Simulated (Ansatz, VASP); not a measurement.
**Al2O3 in VASP and in Ansatz**

```xyz
5
Lattice="2.7690 0.0000 0.0000 -1.3845 2.3980 0.0000 0.0000 0.0000 8.9633" Properties=species:S:1:pos:R:3 pbc="T T T"
Al    0.0000    0.0000    1.3444
Al    0.0000    0.0000    7.6189
O     0.0000    1.5987    1.9927
O     1.3845    0.7993    0.0000
O     0.0000    1.5987    6.9706
```

Change from the starting cell: strain -0.040 along x and y, -0.040 along z, atoms carried along.

Alike in both runs: task single point; functional r2SCAN; k mesh 12 × 12 × 4; occupations gaussian, width 0.05 eV; no spin polarisation.

|  | VASP | Ansatz |
| --- | --- | --- |
| version | VASP 6.6.1 | Ansatz 0.2.0 |
| potentials or method | VASP PAW PBE potentials, release 64 (Al, O), cutoff 520 eV | scalar-relativistic, plane waves, PAW |
| valence electrons in the cell | 24 | 24 |

|  | VASP | Ansatz | Ansatz less VASP |
| --- | --- | --- | --- |
| gap on the k mesh at the Fermi level (eV) | 6.74 | 6.77 | +0.024 |
| least direct gap on the mesh (eV) | 7.05 | 7.07 | +0.019 |
| pressure (GPa) | 17.3 | 17.2 | -0.10 |
| traceless stress, the component that is largest in VASP (GPa) | -6.37 | -5.87 | +0.503 |
| rms of the force components (eV/Å) | 0.496 | 0.504 | +0.0079 |

VASP's potentials were made for PBE, not for r2SCAN. Atom by atom the forces differ by 0.008 eV/Å (rms over components). The functional is the same, so the differences come from potentials, cutoffs and numerics.
